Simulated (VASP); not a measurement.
# AgCl in VASP: a series of runs

AgCl is run at these levels: HSE06, PBE, r2SCAN; tasks: single point.

Everything below comes from runs of VASP 6.6.1. Logs are shortened: lines on timing, memory, paths and dates and some standing lists are left out, and cuts for length are marked.

## 1. The cell of the first run

Symmetry: R-3m, No. 166, trigonal system. The conventional cell has a = 4.802 Å, b = 4.802 Å, c = 5.863 Å, α = 90.00°, β = 90.00°, γ = 120.00°. Ag (site symmetry -3m) has 8 Cl at 2.93 to 2.94 Å and 6 Ag at 3.39 Å within 3.9 Å. Cl (site symmetry -3m) has 8 Ag at 2.93 to 2.94 Å and 6 Cl at 3.39 Å within 3.9 Å.

## 2. Single point, HSE06 (strain along [111] -0.3%)

Input file POSCAR:

```
AgCl
1.0
    3.3919660813     -0.0036219606     -0.0036219606
   -0.0036219606      3.3919660813     -0.0036219606
   -0.0036219606     -0.0036219606      3.3919660813
Ag Cl
1 1
Direct
    0.0000000000      0.0000000000      0.0000000000
    0.5000000000      0.5000000000      0.5000000000
```

Input file INCAR.step1:

```
PREC = Accurate
ENCUT = 400
EDIFF = 1E-5
ISMEAR = 0
SIGMA = 0.01
LREAL = F
LASPH = T
NELM = 120
ALGO = Normal
ISIF = 2
LWAVE = T
GGA = PE
NBANDS = 16
GGA_COMPAT = F
```

Input file INCAR.step2:

```
PREC = Accurate
ENCUT = 400
EDIFF = 1E-6
ISMEAR = 0
SIGMA = 0.01
LREAL = F
LASPH = T
NELM = 120
ALGO = Normal
ISIF = 2
LWAVE = F
LCHARG = T
GGA = PE
LHFCALC = T
HFSCREEN = 0.2079
PRECFOCK = Normal
LELF = T
LVHAR = T
ISTART = 1
NBANDS = 16
GGA_COMPAT = F
```

Input file KPOINTS:

```
Automatic mesh
0
Gamma
  6 6 6
```

Potentials or basis: VASP PAW PBE potentials, release 64 (Ag, Cl).

On the command line:

```sh
$ cat potpaw_PBE.64/Ag/POTCAR potpaw_PBE.64/Cl/POTCAR > POTCAR
$ cp INCAR.step1 INCAR
$ mpirun -np 1 vasp_std > vasp.out
$ cp INCAR.step2 INCAR
$ mpirun -np 1 vasp_std > vasp.out
```

OUTCAR:

```text
PREC = Accurate
   ENCUT = 400
   EDIFF = 1E-6
   ISMEAR = 0
   LREAL = F
   LASPH = T
   NELM = 120
   ISIF = 2
   GGA = PE
   LHFCALC = T
   HFSCREEN = 0.2079
   PRECFOCK = Normal
   ISTART = 1

 ion  position               nearest neighbor table
   1  0.000  0.000  0.000-   2 2.93   2 2.93   2 2.94   2 2.94   2 2.94   2 2.94   2 2.94   2 2.94

   2  0.500  0.500  0.500-   1 2.93   1 2.93   1 2.94   1 2.94   1 2.94   1 2.94   1 2.94   1 2.94

  LATTYP: Found a trigonal (rhomboedric) cell.
 ALAT       =     3.3919699488
 COS(alpha) =    -0.0021344663

  Lattice vectors:

 A1 = (   3.3919660813,  -0.0036219606,  -0.0036219606)
 A2 = (  -0.0036219606,   3.3919660813,  -0.0036219606)
 A3 = (  -0.0036219606,  -0.0036219606,   3.3919660813)

Analysis of symmetry for initial positions (statically):
=====================================================================
 Subroutine PRICEL returns:
 Original cell was already a primitive cell.

 Routine SETGRP: Setting up the symmetry group for a
 trigonal (rhombohedral) supercell.

 Subroutine GETGRP returns: Found 12 space group operations
 (whereof 12 operations were pure point group operations)
 out of a pool of 12 trial point group operations.

The static configuration has the point symmetry D_3d.

Analysis of symmetry for dynamics (positions and initial velocities):
=====================================================================
 Subroutine PRICEL returns:
 Original cell was already a primitive cell.

 Routine SETGRP: Setting up the symmetry group for a
 trigonal (rhombohedral) supercell.

 Subroutine GETGRP returns: Found 12 space group operations
 (whereof 12 operations were pure point group operations)
 out of a pool of 12 trial point group operations.

The dynamic configuration has the point symmetry D_3d.

 Subroutine INISYM returns: Found 12 space group operations
 (whereof 12 operations are pure point group operations),
 and found     1 'primitive' translations

----------------------------------------------------------------------------------------

                                     Primitive cell

  volume of cell :      39.0259

  direct lattice vectors                    reciprocal lattice vectors
[... 87 lines left out ...]
   EDIFF  = 0.1E-05   stopping-criterion for ELM
   LREAL  =      F    real-space projection
   EDIFFG = 0.1E-04   stopping-criterion for IOM
   NSW    =      0    number of steps for IOM
   IBRION =     -1    ionic relax: 0-MD 1-quasi-New 2-CG
   NFREE  =      0    steps in history (QN), initial steepest desc. (CG)
   ISIF   =      2    stress and relaxation
   ISYM   =      3    0-nonsym 1-usesym 2-fastsym
   POTIM  = 0.5000    time-step for ionic-motion
   TEBEG  =    0.0;   TEEND  =   0.0 temperature during run
   PSTRESS=    0.0 pullay stress
   NELECT =      18.0000    total number of electrons
   NUPDOWN=      -1.0000    fix difference up-down
   EMIN   =  10.00;   EMAX   =-10.00  energy-range for DOS
   EFERMI =   0.00;   METHOD = LEGACY
   ISMEAR =     0;   SIGMA  =   0.01  broadening in eV -4-tet -1-fermi 0-gaus
   EFERMI_NEDOS =   21; number of points for ismear=-14 and -15
   IALGO  =     38    algorithm
   IMIX   =      1    mixing-type and parameters
     AMIX     =   0.40;   BMIX     =  1.00
     AMIX_MAG =   1.60;   BMIX_MAG =  1.00
  volume/ion in A,a.u.               =      19.51       131.68
  Fermi-wavevector in a.u.,A,eV,Ry     =   1.264876  2.390269 21.768119  1.599912
  Thomas-Fermi vector in A             =   2.398159
   LORBIT       =      0    0 simple, 1 ext, 2 COOP (PROOUT), +10 PAW based schemes
   GGA     = PE    functional components
   LHFCALC =     T    Hartree Fock is set to
   PRECFOCK=normal    Normal, Fast or Accurate (Low or Medium for compatibility)
   ENCUT4O =  -1.0   cutoff for four orbital integrals eV
   NKREDX  =     1    reduce k-point grid by
   NKREDY  =     1    reduce k-point grid by
   NKREDZ  =     1    reduce k-point grid by
   AEXX    =    0.2500 exact exchange contribution
   HFSCREEN=    0.2079 screening length (either q_TF or 0.3 A-1)
   HFSCREENC=   0.2079 screening length for correlation (either q_TF or 0.3 A-1)
   ENCUTFOCK=  -1.0 apply spherical cutoff to Coloumb kernel
   IVDW    =     0    specifies the selected vdW correction
   LEPSILON=     F    determine dielectric tensor
   LRPA    =     F    only Hartree local field effects (RPA)
 non-spin polarized calculation
 Gauss-broadening in eV      SIGMA  =   0.01
  energy-cutoff  :      400.00
  volume of cell :       39.03
 maximum number of plane-waves:       739
 NGX is ok and might be reduce to    24
  NGX = 18; NGY = 18; NGZ = 18

 number of electron      17.9999989 magnetization

 Free energy of the ion-electron system (eV)
  ---------------------------------------------------
  ext. energy  EPLUGINS =         0.00000000
  ---------------------------------------------------
  free energy    TOTEN  =        -6.34495757 eV

  energy without entropy =       -6.34495757  energy(sigma->0) =       -6.34495757

 E-fermi :   3.5018     XC(G=0):  -8.6929

 val. band max:        3.4032342929   @ k =   0.5000   0.0000   0.0000
 cond. band min:       5.3926053094   @ k =   0.0000   0.0000   0.0000
 fundamental gap:      1.9893710165
 Fermi energy:         3.5018039800

 k-point     1 :       0.0000    0.0000    0.0000
  band No.  band energies     occupation
      1     -12.6232      2.00000
      2       0.0174      2.00000
      3       0.0174      2.00000
      4       1.0072      2.00000
      5       1.0108      2.00000
      6       1.0108      2.00000
[... 433 lines left out ...]
      3      -0.8185      2.00000
      4       0.4432      2.00000
      5       0.5830      2.00000
      6       0.9836      2.00000
[... 8 lines left out ...]
     15      19.2921      0.00000
     16      20.8674      0.00000

 [... further k-points ...]
[... 5 lines left out ...]
  --------------------------------------------------------------------------------------
  -------------------------------------------------------------------------------------
  Total        0.2545906      0.2545906      0.2545906     -0.0054623     -0.0054623     -0.0054623
  in kB       10.4520113     10.4520113     10.4520113     -0.2242485     -0.2242485     -0.2242485
  external PRESSURE =      10.4520113 kB  Pullay stress =       0.0000000 kB

 VOLUME and BASIS-vectors are now :
 -----------------------------------------------------------------------------
  energy-cutoff  :      400.00
  volume of cell :       39.03
      direct lattice vectors                 reciprocal lattice vectors
     3.391966081 -0.003621961 -0.003621961     0.294814942  0.000315142  0.000315142
    -0.003621961  3.391966081 -0.003621961     0.000315142  0.294814942  0.000315142
    -0.003621961 -0.003621961  3.391966081     0.000315142  0.000315142  0.294814942

 POSITION                                       TOTAL-FORCE (eV/Angst)
 -----------------------------------------------------------------------------------
      0.00000      0.00000      0.00000         0.000000     -0.000000      0.000000
      1.69236      1.69236      1.69236        -0.000000      0.000000      0.000000
 -----------------------------------------------------------------------------------
    total drift:                               -0.000000     -0.000000      0.000000

  FREE ENERGIE OF THE ION-ELECTRON SYSTEM (eV)
  ---------------------------------------------------
  free  energy   TOTEN  =        -6.3449575669 eV

  energy  without entropy=       -6.3449575669  energy(sigma->0) =       -6.34495757
```

OSZICAR.step1:

```text
N       E                     dE             d eps       ncg     rms          rms(c)
DAV:   1     0.801402126687E+02    0.80140E+02   -0.76351E+03  1120   0.821E+02
DAV:   2    -0.297866301748E+01   -0.83119E+02   -0.75140E+02  1304   0.195E+02
DAV:   3    -0.539186819497E+01   -0.24132E+01   -0.24093E+01  1232   0.352E+01
DAV:   4    -0.540627337557E+01   -0.14405E-01   -0.14404E-01  1328   0.301E+00
DAV:   5    -0.540643995274E+01   -0.16658E-03   -0.16658E-03  1256   0.307E-01    0.593E+00
DAV:   6    -0.512520508319E+01    0.28123E+00   -0.35784E-01  1216   0.850E+00    0.395E+00
DAV:   7    -0.511607214935E+01    0.91329E-02   -0.13452E-01  1096   0.243E+00    0.216E+00
DAV:   8    -0.511286816702E+01    0.32040E-02   -0.69783E-03  1160   0.833E-01    0.401E-01
DAV:   9    -0.511261526710E+01    0.25290E-03   -0.64500E-04  1360   0.374E-01    0.557E-02
DAV:  10    -0.511264357849E+01   -0.28311E-04   -0.11497E-04  1176   0.110E-01    0.449E-02
DAV:  11    -0.511264913286E+01   -0.55544E-05   -0.47960E-06   744   0.186E-02
   1 F= -.51126491E+01 E0= -.51126491E+01  d E =-.663061E-55
```

Run time: 41 min. Hardware: 1 thread of Intel Xeon Platinum 8259CL at 2.50GHz (Skylake/Cascade Lake), shared host; peak memory 0.26 GiB.

Results:

| Quantity | Value |
| --- | --- |
| Free energy | -6.3450 eV |
| Pressure | 1.0 GPa |
| Band gap on the k mesh | 1.99 eV (least direct gap 3.58 eV) |

Caveat: the cell differs from its parent crystal (strain along [111] -0.3%); the PAW data sets were made with another functional, which shifts forces and pressure a little. A k mesh can miss the band edges.

## 3. Single point, HSE06 (biaxial xy strain -5.3%)

Input file POSCAR:

```
AgCl
1.0
    3.2152823169      0.0000000000      0.0000000000
    0.0000000000      3.2152823169      0.0000000000
    0.0000000000      0.0000000000      3.3955880419
Ag Cl
1 1
Direct
    0.0000000000      0.0000000000      0.0000000000
    0.5000000000      0.5000000000      0.5000000000
```

Input file INCAR.step1:

```
SYSTEM = AgCl
PREC = Accurate
ENCUT = 400
EDIFF = 1E-5
ISMEAR = 0
SIGMA = 0.01
LREAL = .False.
LASPH = .True.
NELM = 120
ALGO = Normal
ISIF = 2
LWAVE = .True.
LCHARG = .False.
NBANDS = 16
GGA = PE
GGA_COMPAT = .False.
```

Input file INCAR.step2:

```
SYSTEM = AgCl
PREC = Accurate
ENCUT = 400
EDIFF = 1E-6
ISMEAR = 0
SIGMA = 0.01
LREAL = .False.
LASPH = .True.
NELM = 120
ALGO = Normal
ISIF = 2
LWAVE = .False.
LCHARG = .False.
GGA = PE
LHFCALC = .True.
HFSCREEN = 0.2079
PRECFOCK = Normal
NBANDS = 16
ISTART = 1
GGA_COMPAT = .False.
```

Input file KPOINTS:

```
Automatic mesh
0
Gamma
  6 6 6
  0 0 0
```

Potentials or basis: VASP PAW PBE potentials, release 64 (Ag, Cl).

On the command line:

```sh
$ cat potpaw_PBE.64/Ag/POTCAR potpaw_PBE.64/Cl/POTCAR > POTCAR
$ cp INCAR.step1 INCAR
$ mpirun -np 1 vasp_std > vasp.out
$ cp INCAR.step2 INCAR
$ mpirun -np 1 vasp_std > vasp.out
```

Wall time 19 min (1 thread of Intel Xeon Platinum 8488C (Sapphire Rapids), shared host); peak memory 0.26 GiB.

The run converged. Its results:

| Item | Value |
| --- | --- |
| Free energy | -6.2118 eV |
| Pressure | 8.7 GPa |
| Band gap on the k mesh | 2.00 eV (least direct gap 3.81 eV) |

Stress tensor (GPa, compression positive):
```
9.95 0.00 0.00
0.00 9.95 0.00
0.00 0.00 6.19
```

Levels at points of the mesh, in eV from the valence-band top:
```tsv
k point	band 6	band 7	band 8	band 9	band 10	band 11	band 12	band 13
(0.00, 0.00, 0.00)	-2.67	-2.45	-1.81	-1.81	2.00	10.48	10.79	16.13
(0.50, 0.00, 0.00)	-2.67	-2.00	-0.12	-0.02	6.16	8.04	10.30	10.77
(0.50, 0.50, 0.00)	-3.23	-3.17	-2.15	-1.43	4.39	10.92	10.92	12.13
(0.00, 0.00, 0.50)	-2.62	-2.31	0.00	0.00	6.60	7.83	10.30	11.86
(0.50, 0.00, 0.50)	-3.03	-2.98	-2.27	-1.03	3.87	11.02	11.66	12.27
(0.50, 0.50, 0.50)	-2.12	-0.44	-0.44	-0.25	5.55	5.55	5.65	9.51
```

Caveat: the cell differs from its parent crystal (biaxial xy strain -5.3%); the cell stands under pressure; the PAW data sets were made with another functional, which shifts forces and pressure a little.

## 4. Single point, PBE (strain along [111] -0.3%)

Input file INCAR:

```
  PREC = Accurate
  ENCUT = 520
  EDIFF = 1E-6
  ISMEAR = -1
  SIGMA = 0.02
  LREAL = F
  LASPH = T
  NELM = 100
  ALGO = Normal
  ISIF = 2
  LWAVE = F
  LCHARG = F
  GGA = PE
  NBANDS = 16
```

Input file KPOINTS:

```
Automatic mesh
0
Gamma
  8 8 8
```

Input file POSCAR:

```
AgCl
1.0
    3.3919660813     -0.0036219606     -0.0036219606
   -0.0036219606      3.3919660813     -0.0036219606
   -0.0036219606     -0.0036219606      3.3919660813
Ag Cl
1 1
Direct
    0.0000000000      0.0000000000      0.0000000000
    0.5000000000      0.5000000000      0.5000000000
```

On the command line:

```sh
$ cat potpaw_PBE.64/Ag/POTCAR potpaw_PBE.64/Cl/POTCAR > POTCAR
$ mpirun -np 1 vasp_std > vasp.out
```

It took 25 s on 1 thread of Intel Xeon Platinum 8259CL at 2.50GHz (Skylake/Cascade Lake), shared host; peak memory 0.18 GiB.

Results (log left out):

| Property | Result |
| --- | --- |
| Free energy | -5.1153 eV |
| Pressure | 1.6 GPa |
| Band gap on the k mesh | 0.58 eV (least direct gap 2.20 eV) |

Levels at points of the mesh, in eV from the valence-band top:
```
           k point  band 5  band 6  band 7  band 8  band 9  band 10  band 11  band 12  band 13  band 14
(0.00, 0.00, 0.00)   -1.86   -1.86   -1.64   -1.62   -1.62     0.58     9.38     9.38    13.92    13.92
(0.50, 0.00, 0.00)   -2.72   -1.81   -1.48   -0.01    0.00     4.92     5.68     9.28    10.01    10.02
(0.50, 0.50, 0.00)   -2.18   -2.17   -2.17   -1.54   -0.96     2.78     9.06     9.08    10.65    13.78
(0.50, 0.50, 0.50)   -1.52   -1.52   -0.18   -0.18   -0.17     4.67     4.67     4.70     6.93    17.79
```

Caveat: the cell differs from its parent crystal (strain along [111] -0.3%). A k mesh can miss the band edges.

## 5. Single point, PBE (biaxial xy strain -5.3%)

Input file INCAR:

```
PREC     = Accurate       # precision mode
ENCUT    = 520            # plane-wave cutoff, eV
EDIFF    = 1E-6           # SCF threshold, eV
ISMEAR   = -1             # smearing method
SIGMA    = 0.02           # smearing width, eV
LREAL    = False          # projectors in reciprocal space
LASPH    = True           # aspherical terms in the spheres
NELM     = 60             # most SCF steps
ALGO     = Normal         # electronic algorithm
ISIF     = 2              # what is computed and relaxed
LWAVE    = False          # write WAVECAR
LCHARG   = False          # write CHGCAR
GGA      = PE             # functional
NBANDS   = 16             # bands
```

Input file KPOINTS:

```
regular mesh
0
Gamma
  8 8 8
```

Input file POSCAR:

```
AgCl
1.0
    3.2152823169      0.0000000000      0.0000000000
    0.0000000000      3.2152823169      0.0000000000
    0.0000000000      0.0000000000      3.3955880419
Ag Cl
1 1
Direct
    0.0000000000      0.0000000000      0.0000000000
    0.5000000000      0.5000000000      0.5000000000
```

On the command line:

```sh
$ cat potpaw_PBE.64/Ag/POTCAR potpaw_PBE.64/Cl/POTCAR > POTCAR
$ mpirun -np 1 vasp_std > vasp.out
```

Run time: 19 s. Hardware: 1 thread of Intel Xeon Platinum 8259CL at 2.50GHz (Skylake/Cascade Lake), shared host; peak memory 0.17 GiB.

Results (log left out):

```
Free energy            : -4.9745 eV
Pressure               : 9.5 GPa
Band gap on the k mesh : 0.59 eV (least direct gap 2.42 eV)
```

Stress tensor (GPa, compression positive):
```
10.53  0.00  0.00
 0.00 10.53  0.00
 0.00  0.00  7.42
```

Levels at points of the mesh, in eV from the valence-band top:
| k point | band 6 | band 7 | band 8 | band 9 | band 10 | band 11 | band 12 | band 13 |
| --- | --- | --- | --- | --- | --- | --- | --- | --- |
| (0.00, 0.00, 0.00) | -2.23 | -2.15 | -1.83 | -1.83 | 0.59 | 9.06 | 9.33 | 14.13 |
| (0.50, 0.00, 0.00) | -2.14 | -1.64 | -0.11 | -0.04 | 4.75 | 6.22 | 8.86 | 9.16 |
| (0.50, 0.50, 0.00) | -2.70 | -2.66 | -1.73 | -1.50 | 2.98 | 9.19 | 9.19 | 10.62 |
| (0.00, 0.00, 0.50) | -2.10 | -1.93 | 0.00 | 0.00 | 5.17 | 6.02 | 8.85 | 10.20 |
| (0.50, 0.00, 0.50) | -2.50 | -2.48 | -1.83 | -1.10 | 2.48 | 9.26 | 9.89 | 10.73 |
| (0.50, 0.50, 0.50) | -1.71 | -0.29 | -0.29 | -0.16 | 4.21 | 4.21 | 4.32 | 7.47 |

Caveat: the cell differs from its parent crystal (biaxial xy strain -5.3%); the cell stands under pressure. A k mesh can miss the band edges.

## 6. Single point, r2SCAN (strain along [111] -0.3%)

Input file POSCAR:

```
AgCl
1.0
    3.3919660813     -0.0036219606     -0.0036219606
   -0.0036219606      3.3919660813     -0.0036219606
   -0.0036219606     -0.0036219606      3.3919660813
Ag Cl
1 1
Direct
    0.0000000000      0.0000000000      0.0000000000
    0.5000000000      0.5000000000      0.5000000000
```

Input file INCAR.step1:

```
  PREC = Accurate
  ENCUT = 520
  ISMEAR = 0
  SIGMA = 0.01
  LREAL = F
  LASPH = T
  NELM = 100
  NBANDS = 16
  GGA = PE
  ALGO = Normal
  EDIFF = 1E-4
  LWAVE = T
  LCHARG = F
```

Input file INCAR.step2:

```
  PREC = Accurate
  ENCUT = 520
  EDIFF = 1E-7
  ISMEAR = 0
  SIGMA = 0.01
  LREAL = F
  LASPH = T
  NELM = 100
  ALGO = Normal
  ISIF = 2
  LWAVE = F
  LCHARG = F
  METAGGA = R2SCAN
  LMIXTAU = T
  NBANDS = 16
  ISTART = 1
```

Input file KPOINTS:

```
Automatic mesh
0
Gamma
  8 8 8
```

Potentials or basis: VASP PAW PBE potentials, release 64 (Ag, Cl).

On the command line:

```sh
$ cat potpaw_PBE.64/Ag/POTCAR potpaw_PBE.64/Cl/POTCAR > POTCAR
$ cp INCAR.step1 INCAR
$ mpirun -np 1 vasp_std > vasp.out
$ cp INCAR.step2 INCAR
$ mpirun -np 1 vasp_std > vasp.out
```

Run time: 2.1 min. Hardware: 1 thread of Intel Xeon Platinum 8259CL at 2.50GHz (Skylake/Cascade Lake), shared host; peak memory 0.19 GiB.

The run converged. Its results:

```yaml
Free_energy: -28.4002 eV
Pressure: 0.1 GPa
Band_gap_on_the_k_mesh: 1.18 eV (least direct gap 2.87 eV)
```

Levels at points of the mesh, in eV from the valence-band top:
```tsv
k point	band 5	band 6	band 7	band 8	band 9	band 10	band 11	band 12	band 13	band 14
(0.00, 0.00, 0.00)	-1.85	-1.85	-1.70	-1.69	-1.69	1.18	9.96	9.96	14.91	14.91
(0.50, 0.00, 0.00)	-2.70	-1.80	-1.48	-0.01	0.00	5.63	6.28	9.90	10.69	10.70
(0.50, 0.50, 0.00)	-2.16	-2.16	-2.15	-1.54	-1.02	3.27	9.84	9.87	11.33	14.43
(0.50, 0.50, 0.50)	-1.52	-1.52	-0.18	-0.18	-0.16	5.25	5.25	5.28	7.62	18.95
```

Caveat: the cell differs from its parent crystal (strain along [111] -0.3%); the PAW data sets were made with another functional, which shifts forces and pressure a little. A k mesh can miss the band edges.

(Continued in part 2 of 2.)
